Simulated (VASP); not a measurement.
Wanted: the native input for a VASP 6.6.1 run.

```yaml
Task: single point
Functional: PBE
Potentials_or_basis: VASP PAW PBE potentials, release 64 (Ni, Si)
Cutoff: 520 eV
k_mesh: 1 × 1 × 1, shifted
Occupations: fermi-dirac, width 0.0862 eV
Spin: no spin polarisation
Dipole_correction: no
Further_INCAR_settings: ALGO = Normal; EDIFF = 1e-06; NBANDS = 123; ISYM = 0
```

The structure of Si5Ni19 lies in POSCAR:

```
Si5Ni19
1.0
    6.7405220000     -0.2054610000     -0.1773920000
   -0.2054610000      6.5498610000      0.0568880000
   -0.1773920000      0.0568880000      6.3235750000
Ni Si
19 5
Direct
    0.8365827940     -0.0210731679      0.9170731596
    0.6183516301      0.0677839012      0.1203595343
    0.7103821325      0.3023811874      0.4089804021
    0.2433470135      0.5292787222      0.3503244929
    0.1456535313      0.5536305885      0.8809717342
    0.9974106265      0.1198254302      0.2801130748
    0.1872014516      0.8796633706      0.5195611264
    0.5144786697      0.0917972785      0.7408396732
    0.3071225973      0.8638993413      0.1800926827
    0.4733019482      0.7579902136      0.8595583087
    0.6273399525      0.6433698301      0.2254066831
    0.4912561756      0.4376186691      0.6185932269
    0.8420745245      0.3136606964      0.7229909908
   -0.0667106845      0.6036751265      0.4689809463
    0.2423060363      0.2157729753     -0.0175530045
    0.8006729892      0.6302485265      0.8216289685
    0.8419793778     -0.0395078959      0.5290421844
    0.3916529957      0.1713108440      0.3738609215
    0.8587134706      0.3862420830      0.0765218030
    0.5024859201      0.4080690919      0.9637081473
    0.4928597554      0.7957525107      0.5201470069
    0.9717187761      0.7539390405      0.1455912285
    0.1207030352      0.9055827608      0.8187941095
    0.1282092075      0.2636362690      0.5903367237
```

These files were run (other wordings do the same):

INCAR

```
ALGO = Normal
EDIFF = 1E-6
ENCUT = 520
GGA = PE
GGA_COMPAT = False
ISIF = 2
ISMEAR = -1
ISYM = 0
LASPH = True
LCHARG = False
LREAL = False
LWAVE = False
NBANDS = 123
NELM = 120
PREC = Accurate
SIGMA = 0.0862
```

KPOINTS

```
Automatic mesh
0
Gamma
  1 1 1
  0.25 0.25 0.25
```

Potentials or basis: VASP PAW PBE potentials, release 64 (Ni, Si).

The run is started by

```sh
$ cat potpaw_PBE.64/Ni/POTCAR potpaw_PBE.64/Si/POTCAR > POTCAR
$ mpirun -np 1 vasp_std > vasp.out
```

It gave:

The pressure is 2.7 GPa. The largest force is 2.869 eV/Å and the band gap on the k mesh is 0.04 eV.

Caveat: the k points lie up to 0.99 Å⁻¹ apart.

It took 90 s on 1 thread of Intel(R) Xeon(R) 6975P-C (Granite Rapids) (shared host), peak memory 0.34 GiB.
